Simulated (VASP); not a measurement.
# C (Fd-3m) in VASP: notebook

The runs below take C through single point, with LDA.

Program: VASP 6.6.1. These are calculated values, not measurements. Logs are shortened: lines on timing, memory, paths and dates and some standing lists are left out, and cuts for length are marked.

### 1 The cell of the first run

The structure is cubic, space group Fd-3m (No. 227). Conventional cell: a = 3.637 Å, b = 3.637 Å, c = 3.637 Å, α = 90.00°, β = 90.00°, γ = 90.00°. C (site symmetry -43m) has 4 C at 1.57 Å within 2.1 Å.

### 2 Single point, LDA

INCAR reads:

```
SYSTEM = C
  ALGO = Normal
  EDIFF = 1E-6
  ENCUT = 520
  ISIF = 2
  ISMEAR = -1
  LASPH = .TRUE.
  LCHARG = .TRUE.
  LELF = .TRUE.
  LREAL = .FALSE.
  LVHAR = .TRUE.
  LWAVE = .FALSE.
  NBANDS = 11
  NELM = 80
  PREC = Accurate
  SIGMA = 0.05
```

KPOINTS reads:

```
k-points
0
G
  13 13 13
  0 0 0
```

POSCAR reads:

```
C
1.0
    0.0000000000      1.8183469191      1.8183469191
    1.8183469191      0.0000000000      1.8183469191
    1.8183469191      1.8183469191      0.0000000000
C
2
Direct
    0.7500000000      0.7500000000      0.7500000000
    0.5000000000      0.5000000000      0.5000000000
```

Potentials or basis: VASP PAW LDA potentials, release 64 (C).

The run is started by

```console
> cat potpaw_LDA.64/C/POTCAR > POTCAR
> mpirun -np 1 vasp_std > vasp.out
```

OUTCAR:

```text
SYSTEM = C
   EDIFF = 1E-6
   ENCUT = 520
   ISIF = 2
   ISMEAR = -1
   LASPH = .TRUE.
   LREAL = .FALSE.
   NELM = 80
   PREC = Accurate

 ion  position               nearest neighbor table
   1  0.750  0.750  0.750-   2 1.57   2 1.57   2 1.57   2 1.57
   2  0.500  0.500  0.500-   1 1.57   1 1.57   1 1.57   1 1.57

  LATTYP: Found a face centered cubic cell.
 ALAT       =     3.6366938382

  Lattice vectors:

 A1 = (   0.0000000000,   1.8183469191,   1.8183469191)
 A2 = (   1.8183469191,   0.0000000000,   1.8183469191)
 A3 = (   1.8183469191,   1.8183469191,   0.0000000000)

Analysis of symmetry for initial positions (statically):
=====================================================================
 Subroutine PRICEL returns:
 Original cell was already a primitive cell.

 Routine SETGRP: Setting up the symmetry group for a
 face centered cubic supercell.

 Subroutine GETGRP returns: Found 48 space group operations
 (whereof 24 operations were pure point group operations)
 out of a pool of 48 trial point group operations.

The static configuration has the point symmetry T_d .
 The point group associated with its full space group is O_h .

Analysis of symmetry for dynamics (positions and initial velocities):
=====================================================================
 Subroutine PRICEL returns:
 Original cell was already a primitive cell.

 Routine SETGRP: Setting up the symmetry group for a
 face centered cubic supercell.

 Subroutine GETGRP returns: Found 48 space group operations
 (whereof 24 operations were pure point group operations)
 out of a pool of 48 trial point group operations.

The dynamic configuration has the point symmetry T_d .
 The point group associated with its full space group is O_h .

 Subroutine INISYM returns: Found 48 space group operations
 (whereof 24 operations are pure point group operations),
 and found     1 'primitive' translations

----------------------------------------------------------------------------------------

                                     Primitive cell

  volume of cell :      12.0243

  direct lattice vectors                    reciprocal lattice vectors
     0.000000000  1.818346919  1.818346919    -0.274975031  0.274975031  0.274975031
     1.818346919  0.000000000  1.818346919     0.274975031 -0.274975031  0.274975031
     1.818346919  1.818346919  0.000000000     0.274975031  0.274975031 -0.274975031

  length of vectors
     2.571530874  2.571530874  2.571530874     0.476270724  0.476270724  0.476270724

  position of ions in fractional coordinates (direct lattice)
     0.750000000  0.750000000  0.750000000
     0.500000000  0.500000000  0.500000000

  ion indices of the primitive-cell ions
   primitive index   ion index
                 1           1
                 2           2

----------------------------------------------------------------------------------------

 KPOINTS: k-points

Automatic generation of k-mesh.
 Grid dimensions read from file:
 generate k-points for:   13   13   13

 Generating k-lattice:

  Cartesian coordinates                     Fractional coordinates (reciprocal lattice)
    -0.021151925  0.021151925  0.021151925     0.076923077  0.000000000  0.000000000
     0.021151925 -0.021151925  0.021151925     0.000000000  0.076923077  0.000000000
     0.021151925  0.021151925 -0.021151925     0.000000000  0.000000000  0.076923077

  Length of vectors
     0.036636210  0.036636210  0.036636210

  Shift w.r.t. Gamma in fractional coordinates (k-lattice)
     0.000000000  0.000000000  0.000000000

 Subroutine IBZKPT returns following result:
 ===========================================

 Found     84 irreducible k-points:

 Following reciprocal coordinates:
            Coordinates               Weight
  0.000000  0.000000  0.000000      1.000000
  0.076923  0.000000  0.000000      8.000000
  0.153846  0.000000  0.000000      8.000000
  0.230769  0.000000  0.000000      8.000000
  0.307692  0.000000  0.000000      8.000000
  0.384615  0.000000  0.000000      8.000000
[... 16 lines left out ...]
  0.384615  0.153846  0.000000     24.000000
  0.461538  0.153846  0.000000     24.000000
 [... further k-points ...]
   k-points           NKPTS =     84   k-points in BZ     NKDIM =     84   number of bands    NBANDS=     11
   number of dos      NEDOS =    301   number of ions     NIONS =      2
   total plane-waves  NPLWV =   8000
   dimension x,y,z NGX =    20 NGY =   20 NGZ =   20
   dimension x,y,z NGXF=    40 NGYF=   40 NGZF=   40
   ions per type =               2
   NGX,Y,Z   is equivalent  to a cutoff of  12.93, 12.93, 12.93 a.u.
   NGXF,Y,Z  is equivalent  to a cutoff of  25.86, 25.86, 25.86 a.u.
 SYSTEM =  C
   PREC   = accura    normal or accurate (medium, high low for compatibility)
   ISTART =      0    job   : 0-new  1-cont  2-samecut
   ICHARG =      2    charge: 1-file 2-atom 10-const
   ISPIN  =      1    spin polarized calculation?
   LNONCOLLINEAR =      F non collinear calculations
   LSORBIT =      F    spin-orbit coupling
   LASPH  =      T    aspherical Exc in radial PAW
   ENCUT  =  520.0 eV  38.22 Ry    6.18 a.u.   4.78  4.78  4.78*2*pi/ulx,y,z
   NELM   =     80;   NELMIN=  2; NELMDL= -5     # of ELM steps
   EDIFF  = 0.1E-05   stopping-criterion for ELM
   LREAL  =      F    real-space projection
   EDIFFG = 0.1E-04   stopping-criterion for IOM
   NSW    =      0    number of steps for IOM
   IBRION =     -1    ionic relax: 0-MD 1-quasi-New 2-CG
   NFREE  =      0    steps in history (QN), initial steepest desc. (CG)
   ISIF   =      2    stress and relaxation
   ISYM   =      2    0-nonsym 1-usesym 2-fastsym
   POTIM  = 0.5000    time-step for ionic-motion
   TEBEG  =    0.0;   TEEND  =   0.0 temperature during run
   PSTRESS=    0.0 pullay stress
   NELECT =       8.0000    total number of electrons
   NUPDOWN=      -1.0000    fix difference up-down
   EMIN   =  10.00;   EMAX   =-10.00  energy-range for DOS
   EFERMI =   0.00;   METHOD = LEGACY
   ISMEAR =    -1;   SIGMA  =   0.05  broadening in eV -4-tet -1-fermi 0-gaus
   EFERMI_NEDOS =   21; number of points for ismear=-14 and -15
   IALGO  =     38    algorithm
   IMIX   =      4    mixing-type and parameters
     AMIX     =   0.40;   BMIX     =  1.00
     AMIX_MAG =   1.60;   BMIX_MAG =  1.00
  volume/ion in A,a.u.               =       6.01        40.57
  Fermi-wavevector in a.u.,A,eV,Ry     =   1.429173  2.700745 27.790375  2.042535
  Thomas-Fermi vector in A             =   2.549155
   LORBIT       =      0    0 simple, 1 ext, 2 COOP (PROOUT), +10 PAW based schemes
   GGA     = CA    functional components
   LHFCALC =     F    Hartree Fock is set to
   AEXX    =    0.0000 exact exchange contribution
   IVDW    =     0    specifies the selected vdW correction
   LEPSILON=     F    determine dielectric tensor
   LRPA    =     F    only Hartree local field effects (RPA)
 non-spin polarized calculation
  energy-cutoff  :      520.00
  volume of cell :       12.02
 maximum number of plane-waves:       332
   NGX =  9   NGY =  9   NGZ =  9

 number of electron       8.0000002 magnetization

 Free energy of the ion-electron system (eV)
  ---------------------------------------------------
  ext. energy  EPLUGINS =         0.00000000
  ---------------------------------------------------
  free energy    TOTEN  =       -20.13789545 eV

  energy without entropy =      -20.13789545  energy(sigma->0) =      -20.13789545

 E-fermi :   9.8272     XC(G=0): -13.2198

 val. band max:        8.8893270427   @ k =   0.0000   0.0000   0.0000
 cond. band min:      12.8609736189   @ k =   0.3846   0.3846   0.0000
 fundamental gap:      3.9716465763
 Fermi energy:         9.8271674165

 k-point     1 :       0.0000    0.0000    0.0000
  band No.  band energies     occupation
      1     -11.6685      2.00000
      2       8.8893      2.00000
      3       8.8893      2.00000
      4       8.8893      2.00000
      5      14.2684      0.00000
      6      14.2684      0.00000
      7      14.2684      0.00000
      8      21.1413      0.00000
      9      27.1481      0.00000
     10      34.8789      0.00000
     11      34.8789      0.00000

 k-point     2 :       0.0769    0.0000    0.0000
  band No.  band energies     occupation
      1     -11.5111      2.00000
      2       7.8843      2.00000
      3       8.6289      2.00000
      4       8.6289      2.00000
      5      14.6086      0.00000
      6      14.6086      0.00000
      7      14.8407      0.00000
      8      21.2893      0.00000
      9      27.4103      0.00000
     10      32.8671      0.00000
     11      32.8671      0.00000

 k-point     3 :       0.1538    0.0000    0.0000
  band No.  band energies     occupation
      1     -11.0407      2.00000
      2       5.7296      2.00000
      3       8.0384      2.00000
      4       8.0384      2.00000
      5      15.3837      0.00000
      6      15.3837      0.00000
      7      15.7632      0.00000
      8      21.7251      0.00000
      9      27.9976      0.00000
     10      31.3322      0.00000
     11      31.3322      0.00000

 k-point     4 :       0.2308    0.0000    0.0000
  band No.  band energies     occupation
      1     -10.2631      2.00000
      2       3.2497      2.00000
      3       7.3955      2.00000
      4       7.3955      2.00000
      5      16.1759      0.00000
      6      16.1759      0.00000
      7      16.4266      0.00000
      8      22.3677      0.00000
      9      28.4533      0.00000
     10      30.7211      0.00000
     11      30.7211      0.00000
[... 239 lines left out ...]
 k-point    22 :       0.3077    0.1538    0.0000
  band No.  band energies     occupation
      1      -9.3900      2.00000
      2       2.6270      2.00000
      3       5.5312      2.00000
      4       6.0657      2.00000
      5      14.5981      0.00000
      6      18.6520      0.00000
      7      18.8112      0.00000
      8      20.3739      0.00000
      9      28.5053      0.00000
     10      29.3075      0.00000
     11      34.7574      0.00000

 k-point    23 :       0.3846    0.1538    0.0000
  band No.  band energies     occupation
      1      -8.2370      2.00000
      2       0.3195      2.00000
      3       5.2492      2.00000
      4       5.3393      2.00000
      5      15.2578      0.00000
      6      18.9708      0.00000
      7      19.0818      0.00000
      8      20.9216      0.00000
      9      29.0528      0.00000
     10      29.6723      0.00000
     11      34.9953      0.00000

 k-point    24 :       0.4615    0.1538    0.0000
  band No.  band energies     occupation
      1      -6.8659      2.00000
      2      -1.8207      2.00000
      3       4.6807      2.00000
      4       5.2103      2.00000
      5      15.6785      0.00000
      6      18.9842      0.00000
      7      19.1087      0.00000
      8      22.0842      0.00000
      9      28.4627      0.00000
     10      30.9046      0.00000
     11      34.9610      0.00000

 [... further k-points ...]
[... 5 lines left out ...]
  --------------------------------------------------------------------------------------
  -------------------------------------------------------------------------------------
  Total       -2.5332523     -2.5332523     -2.5332523      0.0000000      0.0000000      0.0000000
  in kB     -337.5427615   -337.5427615   -337.5427615      0.0000000      0.0000000      0.0000000
  external PRESSURE =    -337.5427615 kB  Pullay stress =       0.0000000 kB

 VOLUME and BASIS-vectors are now :
 -----------------------------------------------------------------------------
  energy-cutoff  :      520.00
  volume of cell :       12.02
      direct lattice vectors                 reciprocal lattice vectors
     0.000000000  1.818346919  1.818346919    -0.274975031  0.274975031  0.274975031
     1.818346919  0.000000000  1.818346919     0.274975031 -0.274975031  0.274975031
     1.818346919  1.818346919  0.000000000     0.274975031  0.274975031 -0.274975031

 POSITION                                       TOTAL-FORCE (eV/Angst)
 -----------------------------------------------------------------------------------
      2.72752      2.72752      2.72752        -0.000000     -0.000000     -0.000000
      1.81835      1.81835      1.81835         0.000000      0.000000      0.000000
 -----------------------------------------------------------------------------------
    total drift:                                0.000000     -0.000000      0.000000

  FREE ENERGIE OF THE ION-ELECTRON SYSTEM (eV)
  ---------------------------------------------------
  free  energy   TOTEN  =       -20.1378954541 eV

  energy  without entropy=      -20.1378954541  energy(sigma->0) =      -20.13789545
```

Wall time 5.1 s (1 thread of AMD EPYC 9R45 (Zen 5), shared host); peak memory 0.08 GiB.

Results:

```
Free energy            : -20.1379 eV
Pressure               : -33.8 GPa
Band gap on the k mesh : 3.97 eV, indirect (least direct gap 5.38 eV)
```

A k mesh can miss the band edges.

### 3 Single point, LDA

This run uses another cell than the first one, of 5.67 Å³/atom, 0.943 times its volume.

INCAR reads:

```
SYSTEM = C
  PREC = Accurate
  ENCUT = 520
  EDIFF = 1E-7
  ISMEAR = -1
  SIGMA = 0.05
  LREAL = .FALSE.
  LASPH = .TRUE.
  NELM = 60
  ALGO = Normal
  ISIF = 2
  LWAVE = .FALSE.
  LCHARG = .FALSE.
  GGA = CA
  NBANDS = 11
```

KPOINTS reads:

```
regular mesh
0
G
  7 7 7
  0 0 0
```

POSCAR reads:

```
C
1.0
    0.0000000000      1.7833700000      1.7833700000
    1.7833700000      0.0000000000      1.7833700000
    1.7833700000      1.7833700000      0.0000000000
C
2
Direct
    0.7500000000      0.7500000000      0.7500000000
    0.5000000000      0.5000000000      0.5000000000
```

Potentials or basis: VASP PAW LDA potentials, release 64 (C).

The run is started by

```console
> cat potpaw_LDA.64/C/POTCAR > POTCAR
> mpirun -np 1 vasp_std > vasp.out
```

OUTCAR:

```text
SYSTEM = C
   PREC = Accurate
   ENCUT = 520
   EDIFF = 1E-7
   ISMEAR = -1
   LREAL = .FALSE.
   LASPH = .TRUE.
   NELM = 60
   ISIF = 2
   GGA = CA

 ion  position               nearest neighbor table
   1  0.750  0.750  0.750-   2 1.54   2 1.54   2 1.54   2 1.54
   2  0.500  0.500  0.500-   1 1.54   1 1.54   1 1.54   1 1.54

  LATTYP: Found a face centered cubic cell.
 ALAT       =     3.5667400000

  Lattice vectors:

 A1 = (   0.0000000000,   1.7833700000,   1.7833700000)
[... 459 lines left out ...]

------------------------ aborting loop because EDIFF is reached ----------------------------------------

  FORCE on cell =-STRESS in cart. coord.  units (eV):
  Direction    XX          YY          ZZ          XY          YZ          ZX
  --------------------------------------------------------------------------------------
  -------------------------------------------------------------------------------------
  Total       -0.8224277     -0.8224277     -0.8224277      0.0000000     -0.0000000      0.0000000
  in kB     -116.1592943   -116.1592943   -116.1592943      0.0000000     -0.0000000      0.0000000
  external PRESSURE =    -116.1592943 kB  Pullay stress =       0.0000000 kB

 VOLUME and BASIS-vectors are now :
 -----------------------------------------------------------------------------
  energy-cutoff  :      520.00
  volume of cell :       11.34
      direct lattice vectors                 reciprocal lattice vectors
     0.000000000  1.783370000  1.783370000    -0.280368067  0.280368067  0.280368067
     1.783370000  0.000000000  1.783370000     0.280368067 -0.280368067  0.280368067
     1.783370000  1.783370000  0.000000000     0.280368067  0.280368067 -0.280368067

 POSITION                                       TOTAL-FORCE (eV/Angst)
 -----------------------------------------------------------------------------------
      2.67505      2.67505      2.67505        -0.000000     -0.000000      0.000000
      1.78337      1.78337      1.78337         0.000000      0.000000     -0.000000
 -----------------------------------------------------------------------------------
    total drift:                                0.000000     -0.000000      0.000000

  FREE ENERGIE OF THE ION-ELECTRON SYSTEM (eV)
  ---------------------------------------------------
  free  energy   TOTEN  =       -20.2325813271 eV

  energy  without entropy=      -20.2325813270  energy(sigma->0) =      -20.23258133
```

Wall time 2.3 s (1 thread of Intel Xeon Platinum 8259CL at 2.50GHz (Skylake/Cascade Lake), shared host); peak memory 0.11 GiB.

Results:

- Free energy: -20.2326 eV
- Pressure: -11.6 GPa
- Band gap on the k mesh: 4.22 eV, indirect (least direct gap 5.54 eV)

Caveat: the k points lie up to 0.44 Å⁻¹ apart.
